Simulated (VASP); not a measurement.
A run of VASP 6.6.1 is set up as follows.

INCAR

```
  ALGO = Normal
  EDIFF = 1E-6
  ENCUT = 500
  GGA = PS
  GGA_COMPAT = F
  ISIF = 2
  ISMEAR = 0
  LASPH = T
  LCHARG = F
  LREAL = F
  LWAVE = F
  NBANDS = 11
  NELM = 120
  PREC = Accurate
  SIGMA = 0.1
```

File KPOINTS:

```
k-points
0
Gamma
  12 12 12
```

The input POSCAR:

```
Ba
1.0
   -2.5851750000      2.5851750000      2.5851750000
    2.5851750000     -2.5851750000      2.5851750000
    2.5851750000      2.5851750000     -2.5851750000
Ba
1
Direct
    0.0000000000      0.0000000000      0.0000000000
```

Potentials or basis: VASP PAW PBE potentials, release 64 (Ba_sv).

Launch:

```console
$ cat potpaw_PBE.64/Ba_sv/POTCAR > POTCAR
$ mpirun -np 1 vasp_std > vasp.out
```

Question: What does it give for the pressure?

Answer: -1.2 GPa.

Question: What does it give for the band gap on the k mesh?

Answer: Zero (band 5 reaches 1.69 eV, above the bottom of band 6 at 0.83 eV).

Caveat: the cell differs from its parent crystal (functional PBEsol, strained); the PAW data sets were made with another functional, which shifts forces and pressure a little; spin-orbit coupling is left out, which moves the levels of the heavy elements.
